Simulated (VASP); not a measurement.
The system is Rh.

```
CELL_PARAMETERS angstrom
0.00000 1.90299 1.90299
1.90299 0.00000 1.90299
1.90299 1.90299 0.00000
ATOMIC_POSITIONS crystal
Rh 0.00000 0.00000 0.00000
```

Base run:

| Property | Result |
| --- | --- |
| Program | VASP 6.6.1 |
| Functional | PBE |
| Potentials or basis | VASP PAW PBE potentials, release 64 (Rh_pv) |
| Cutoff | 500 eV |
| k mesh | 18 × 18 × 18 |
| Occupations | fermi-dirac, width 0.05 eV |
| Spin | no spin polarisation |

Its results: band gap on the k mesh zero (an odd number of electrons rules out a gap without spin polarisation); pressure 5.4 GPa.

Task: After a change of settings the same cell gave: band gap on the k mesh zero (an odd number of electrons rules out a gap without spin polarisation); pressure -5.8 GPa. Which change was it?
A. functional from PBE to PBEsol
B. functional from PBE to PBEsol; cutoff from 500 eV to 400 eV; further incar settings from ALGO = Normal; EDIFF = 1e-06; NBANDS = 14 to ALGO = Normal; EDIFF = 1e-08; NBANDS = 14
C. cutoff from 500 eV to 400 eV; further incar settings from ALGO = Normal; EDIFF = 1e-06; NBANDS = 14 to ALGO = Normal; EDIFF = 1e-08; NBANDS = 14
D. functional from PBE to r2SCAN; cutoff from 500 eV to 440 eV; further incar settings from ALGO = Normal; EDIFF = 1e-06; NBANDS = 14 to ALGO = Normal; EDIFF = 1e-08; NBANDS = 14

Result: A.

PBEsol binds more tightly than PBE, so the same cell stands under less pressure.

Caveats: the cell stands under pressure (at least some runs); the cell stands under tension (at least some runs); the PAW data sets were made with another functional, which shifts forces and pressure a little (at least some runs).
